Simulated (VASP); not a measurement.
# BaTiO3 (Pm-3m) in VASP: single point with PBE

Aim: the single point of BaTiO3 with PBE.

Program: VASP 6.6.1. These are calculated values, not measurements. Logs are shortened: lines on timing, memory, paths and dates and some standing lists are left out, and cuts for length are marked.

**1. The cell of the first run**

Symmetry: Pm-3m, No. 221, cubic system. Conventional cell: a = 3.979 Å, b = 3.979 Å, c = 3.979 Å, α = 90.00°, β = 90.00°, γ = 90.00°. Ba (site symmetry m-3m) has 12 O at 2.81 Å and 8 Ti at 3.45 Å within 3.7 Å. Ti (site symmetry m-3m) has 6 O at 1.99 Å within 2.6 Å. Within 2.6 Å of O (site symmetry 4/mmm) lie 2 Ti at 1.99 Å.

**2. Single point, PBE (12.60 Å³/atom)**

INCAR

```
SYSTEM = BaTiO3
ALGO = Normal
EDIFF = 1E-6
ENCUT = 1340
GGA = PE
GGA_COMPAT = .FALSE.
ISIF = 2
ISMEAR = 0
LASPH = .TRUE.
LCHARG = .TRUE.
LELF = .TRUE.
LREAL = .FALSE.
LVHAR = .TRUE.
LWAVE = .FALSE.
NBANDS = 28
NELM = 120
PREC = Accurate
SIGMA = 0.02
```

KPOINTS

```
k-points
0
G
  8 8 8
  0 0 0
```

POSCAR

```
BaTiO3
1.0
    3.9786469319      0.0000000000      0.0000000000
    0.0000000000      3.9786469319      0.0000000000
    0.0000000000      0.0000000000      3.9786469319
Ba Ti O
1 1 3
Direct
    0.5000000000      0.5000000000      0.5000000000
    0.0000000000      0.0000000000      0.0000000000
    0.5000000000      0.0000000000      0.0000000000
    0.0000000000      0.5000000000      0.0000000000
    0.0000000000      0.0000000000      0.5000000000
```

Potentials or basis: VASP PAW PBE potentials, release 64 (Ba_sv, Ti_sv, O_h).

Started as:

```sh
$ cat potpaw_PBE.64/Ba_sv/POTCAR potpaw_PBE.64/Ti_sv/POTCAR potpaw_PBE.64/O_h/POTCAR > POTCAR
$ mpirun -np 1 vasp_std > vasp.out
```

OUTCAR:

```text
SYSTEM = BaTiO3
   EDIFF = 1E-6
   ENCUT = 1340
   GGA = PE
   ISIF = 2
   ISMEAR = 0
   LASPH = .TRUE.
   LREAL = .FALSE.
   NELM = 120
   PREC = Accurate

 ion  position               nearest neighbor table
   1  0.500  0.500  0.500-   3 2.81   4 2.81   5 2.81   3 2.81   4 2.81   3 2.81   5 2.81   3 2.81
                             4 2.81   5 2.81   4 2.81   5 2.81   2 3.45   2 3.45   2 3.45   2 3.45
   2  0.000  0.000  0.000-   3 1.99   4 1.99   5 1.99   5 1.99   4 1.99   3 1.99   1 3.45   1 3.45
                             1 3.45   1 3.45   1 3.45   1 3.45   1 3.45   1 3.45
   3  0.500  0.000  0.000-   2 1.99   2 1.99   1 2.81   1 2.81   1 2.81   1 2.81
   4  0.000  0.500  0.000-   2 1.99   2 1.99   1 2.81   1 2.81   1 2.81   1 2.81
   5  0.000  0.000  0.500-   2 1.99   2 1.99   1 2.81   1 2.81   1 2.81   1 2.81

  LATTYP: Found a simple cubic cell.
 ALAT       =     3.9786469319

  Lattice vectors:

 A1 = (   3.9786469319,   0.0000000000,   0.0000000000)
 A2 = (   0.0000000000,   3.9786469319,   0.0000000000)
 A3 = (   0.0000000000,   0.0000000000,   3.9786469319)

Analysis of symmetry for initial positions (statically):
=====================================================================
 Subroutine PRICEL returns:
 Original cell was already a primitive cell.

 Routine SETGRP: Setting up the symmetry group for a
 simple cubic supercell.

 Subroutine GETGRP returns: Found 48 space group operations
 (whereof 48 operations were pure point group operations)
 out of a pool of 48 trial point group operations.

The static configuration has the point symmetry O_h .

Analysis of symmetry for dynamics (positions and initial velocities):
=====================================================================
 Subroutine PRICEL returns:
 Original cell was already a primitive cell.

 Routine SETGRP: Setting up the symmetry group for a
 simple cubic supercell.

 Subroutine GETGRP returns: Found 48 space group operations
 (whereof 48 operations were pure point group operations)
 out of a pool of 48 trial point group operations.

The dynamic configuration has the point symmetry O_h .

 Subroutine INISYM returns: Found 48 space group operations
 (whereof 48 operations are pure point group operations),
 and found     1 'primitive' translations

----------------------------------------------------------------------------------------

                                     Primitive cell

  volume of cell :      62.9805

  direct lattice vectors                    reciprocal lattice vectors
     3.978646932  0.000000000  0.000000000     0.251341729  0.000000000  0.000000000
     0.000000000  3.978646932  0.000000000     0.000000000  0.251341729  0.000000000
     0.000000000  0.000000000  3.978646932     0.000000000  0.000000000  0.251341729

  length of vectors
     3.978646932  3.978646932  3.978646932     0.251341729  0.251341729  0.251341729

  position of ions in fractional coordinates (direct lattice)
     0.500000000  0.500000000  0.500000000
     0.000000000  0.000000000  0.000000000
     0.500000000  0.000000000  0.000000000
     0.000000000  0.500000000  0.000000000
     0.000000000  0.000000000  0.500000000

  ion indices of the primitive-cell ions
   primitive index   ion index
                 1           1
                 2           2
                 3           3
                 4           4
                 5           5

----------------------------------------------------------------------------------------

 KPOINTS: k-points

Automatic generation of k-mesh.
 Grid dimensions read from file:
 generate k-points for:    8    8    8

 Generating k-lattice:

  Cartesian coordinates                     Fractional coordinates (reciprocal lattice)
     0.031417716  0.000000000  0.000000000     0.125000000  0.000000000  0.000000000
     0.000000000  0.031417716  0.000000000     0.000000000  0.125000000  0.000000000
     0.000000000  0.000000000  0.031417716     0.000000000  0.000000000  0.125000000

  Length of vectors
     0.031417716  0.031417716  0.031417716

  Shift w.r.t. Gamma in fractional coordinates (k-lattice)
     0.000000000  0.000000000  0.000000000

 Subroutine IBZKPT returns following result:
 ===========================================

 Found     35 irreducible k-points:

 Following reciprocal coordinates:
            Coordinates               Weight
  0.000000  0.000000  0.000000      1.000000
  0.125000  0.000000  0.000000      6.000000
  0.250000  0.000000  0.000000      6.000000
  0.375000  0.000000  0.000000      6.000000
  0.500000  0.000000  0.000000      3.000000
  0.125000  0.125000  0.000000     12.000000
[... 16 lines left out ...]
  0.375000  0.375000  0.125000     24.000000
  0.500000  0.375000  0.125000     24.000000
 [... further k-points ...]
   k-points           NKPTS =     35   k-points in BZ     NKDIM =     35   number of bands    NBANDS=     28
   number of dos      NEDOS =    301   number of ions     NIONS =      5
   total plane-waves  NPLWV = 110592
   dimension x,y,z NGX =    48 NGY =   48 NGZ =   48
   dimension x,y,z NGXF=    96 NGYF=   96 NGZF=   96
   ions per type =               1   1   3
   NGX,Y,Z   is equivalent  to a cutoff of  20.06, 20.06, 20.06 a.u.
   NGXF,Y,Z  is equivalent  to a cutoff of  40.11, 40.11, 40.11 a.u.
 SYSTEM =  BaTiO3
   PREC   = accura    normal or accurate (medium, high low for compatibility)
   ISTART =      0    job   : 0-new  1-cont  2-samecut
   ICHARG =      2    charge: 1-file 2-atom 10-const
   ISPIN  =      1    spin polarized calculation?
   LNONCOLLINEAR =      F non collinear calculations
   LSORBIT =      F    spin-orbit coupling
   LASPH  =      T    aspherical Exc in radial PAW
   ENCUT  = 1340.0 eV  98.49 Ry    9.92 a.u.  11.88 11.88 11.88*2*pi/ulx,y,z
   NELM   =    120;   NELMIN=  2; NELMDL= -5     # of ELM steps
   EDIFF  = 0.1E-05   stopping-criterion for ELM
   LREAL  =      F    real-space projection
   EDIFFG = 0.1E-04   stopping-criterion for IOM
   NSW    =      0    number of steps for IOM
   IBRION =     -1    ionic relax: 0-MD 1-quasi-New 2-CG
   NFREE  =      0    steps in history (QN), initial steepest desc. (CG)
   ISIF   =      2    stress and relaxation
   ISYM   =      2    0-nonsym 1-usesym 2-fastsym
   POTIM  = 0.5000    time-step for ionic-motion
   TEBEG  =    0.0;   TEEND  =   0.0 temperature during run
   PSTRESS=    0.0 pullay stress
   NELECT =      40.0000    total number of electrons
   NUPDOWN=      -1.0000    fix difference up-down
   EMIN   =  10.00;   EMAX   =-10.00  energy-range for DOS
   EFERMI =   0.00;   METHOD = LEGACY
   ISMEAR =     0;   SIGMA  =   0.02  broadening in eV -4-tet -1-fermi 0-gaus
   EFERMI_NEDOS =   21; number of points for ismear=-14 and -15
   IALGO  =     38    algorithm
   IMIX   =      4    mixing-type and parameters
     AMIX     =   0.40;   BMIX     =  1.00
     AMIX_MAG =   1.60;   BMIX_MAG =  1.00
  volume/ion in A,a.u.               =      12.60        85.00
  Fermi-wavevector in a.u.,A,eV,Ry     =   1.407212  2.659244 26.942864  1.980245
  Thomas-Fermi vector in A             =   2.529494
   LORBIT       =      0    0 simple, 1 ext, 2 COOP (PROOUT), +10 PAW based schemes
   GGA     = PE    functional components
   LHFCALC =     F    Hartree Fock is set to
   AEXX    =    0.0000 exact exchange contribution
   IVDW    =     0    specifies the selected vdW correction
   LEPSILON=     F    determine dielectric tensor
   LRPA    =     F    only Hartree local field effects (RPA)
 non-spin polarized calculation
 Gauss-broadening in eV      SIGMA  =   0.02
  energy-cutoff  :     1340.00
  volume of cell :       62.98
 maximum number of plane-waves:      7088
 NGX is ok and might be reduce to    48
   NGX = 23   NGY = 23   NGZ = 23

 number of electron      40.0000003 magnetization

 Free energy of the ion-electron system (eV)
  ---------------------------------------------------
  ext. energy  EPLUGINS =         0.00000000
  ---------------------------------------------------
  free energy    TOTEN  =       -39.95416662 eV

  energy without entropy =      -39.95416662  energy(sigma->0) =      -39.95416662

 E-fermi :   4.5584     XC(G=0): -11.3587

 val. band max:        4.3350755952   @ k =   0.5000   0.5000   0.5000
 cond. band min:       6.1206278750   @ k =   0.0000   0.0000   0.0000
 fundamental gap:      1.7855522797
 Fermi energy:         4.5584064331

 k-point     1 :       0.0000    0.0000    0.0000
  band No.  band energies     occupation
      1     -52.2241      2.00000
      2     -28.4446      2.00000
      3     -28.4446      2.00000
      4     -28.4446      2.00000
      5     -20.4322      2.00000
      6     -12.5942      2.00000
[... 20 lines left out ...]
     27       9.4105      0.00000
     28      11.9284      0.00000

 k-point     2 :       0.1250    0.0000    0.0000
  band No.  band energies     occupation
      1     -52.2239      2.00000
      2     -28.4531      2.00000
      3     -28.4443      2.00000
      4     -28.4443      2.00000
      5     -20.4133      2.00000
      6     -12.6050      2.00000
[... 20 lines left out ...]
     27       9.7266      0.00000
     28      12.3065      0.00000

 k-point     3 :       0.2500    0.0000    0.0000
  band No.  band energies     occupation
      1     -52.2235      2.00000
      2     -28.4733      2.00000
      3     -28.4435      2.00000
      4     -28.4435      2.00000
      5     -20.3671      2.00000
      6     -12.6817      2.00000
[... 20 lines left out ...]
     27      10.5616      0.00000
     28      12.7967      0.00000

 k-point     4 :       0.3750    0.0000    0.0000
  band No.  band energies     occupation
      1     -52.2231      2.00000
      2     -28.4934      2.00000
      3     -28.4427      2.00000
      4     -28.4427      2.00000
      5     -20.3199      2.00000
      6     -12.8007      2.00000
[... 578 lines left out ...]
     27      12.7999      0.00000
     28      12.9732      0.00000

 k-point    23 :       0.3750    0.3750    0.1250
  band No.  band energies     occupation
      1     -52.2220      2.00000
      2     -28.4902      2.00000
      3     -28.4897      2.00000
      4     -28.4490      2.00000
      5     -20.2317      2.00000
      6     -12.3384      2.00000
[... 20 lines left out ...]
     27      12.7157      0.00000
     28      13.3533      0.00000

 k-point    24 :       0.5000    0.3750    0.1250
  band No.  band energies     occupation
      1     -52.2219      2.00000
      2     -28.4980      2.00000
      3     -28.4894      2.00000
      4     -28.4487      2.00000
      5     -20.2185      2.00000
      6     -12.2821      2.00000
[... 20 lines left out ...]
     27      12.6324      0.00000
     28      13.4698      0.00000

 [... further k-points ...]

------------------------ aborting loop because EDIFF is reached ----------------------------------------

  FORCE on cell =-STRESS in cart. coord.  units (eV):
  Direction    XX          YY          ZZ          XY          YZ          ZX
  --------------------------------------------------------------------------------------
  -------------------------------------------------------------------------------------
  Total        2.7758154      2.7758154      2.7758154      0.0000000     -0.0000000     -0.0000000
  in kB       70.6146747     70.6146747     70.6146747      0.0000000     -0.0000000     -0.0000000
  external PRESSURE =      70.6146747 kB  Pullay stress =       0.0000000 kB

 VOLUME and BASIS-vectors are now :
 -----------------------------------------------------------------------------
  energy-cutoff  :     1340.00
  volume of cell :       62.98
      direct lattice vectors                 reciprocal lattice vectors
     3.978646932  0.000000000  0.000000000     0.251341729  0.000000000  0.000000000
     0.000000000  3.978646932  0.000000000     0.000000000  0.251341729  0.000000000
     0.000000000  0.000000000  3.978646932     0.000000000  0.000000000  0.251341729

 POSITION                                       TOTAL-FORCE (eV/Angst)
 -----------------------------------------------------------------------------------
      1.98932      1.98932      1.98932         0.000000      0.000000      0.000000
      0.00000      0.00000      0.00000         0.000000      0.000000      0.000000
      1.98932      0.00000      0.00000         0.000000      0.000000      0.000000
      0.00000      1.98932      0.00000         0.000000      0.000000      0.000000
      0.00000      0.00000      1.98932         0.000000      0.000000      0.000000
 -----------------------------------------------------------------------------------
    total drift:                                0.000000      0.000000      0.000000

  FREE ENERGIE OF THE ION-ELECTRON SYSTEM (eV)
  ---------------------------------------------------
  free  energy   TOTEN  =       -39.9541666229 eV

  energy  without entropy=      -39.9541666229  energy(sigma->0) =      -39.95416662
```

It took 3.2 min on 1 thread of Intel Xeon Platinum 8375C at 2.90GHz (Ice Lake), shared host; peak memory 0.5 GiB.

What came out:

* Free energy: -39.9542 eV
* Pressure: 7.1 GPa
* Band gap on the k mesh: 1.79 eV (least direct gap 1.91 eV)

Levels at points of the mesh, in eV from the valence-band top:
| k point | band 18 | band 19 | band 20 | band 21 | band 22 | band 23 |
| --- | --- | --- | --- | --- | --- | --- |
| (0.00, 0.00, 0.00) | -0.13 | -0.13 | -0.13 | 1.79 | 1.79 | 1.79 |
| (0.50, 0.00, 0.00) | -1.85 | -0.71 | -0.71 | 1.95 | 3.58 | 3.58 |
| (0.50, 0.50, 0.00) | -0.86 | -0.86 | -0.09 | 3.59 | 3.59 | 4.01 |
| (0.50, 0.50, 0.50) | 0.00 | 0.00 | 0.00 | 4.27 | 4.27 | 4.27 |

Caveat: the cell stands under pressure; spin-orbit coupling is left out, which moves the levels of the heavy elements.
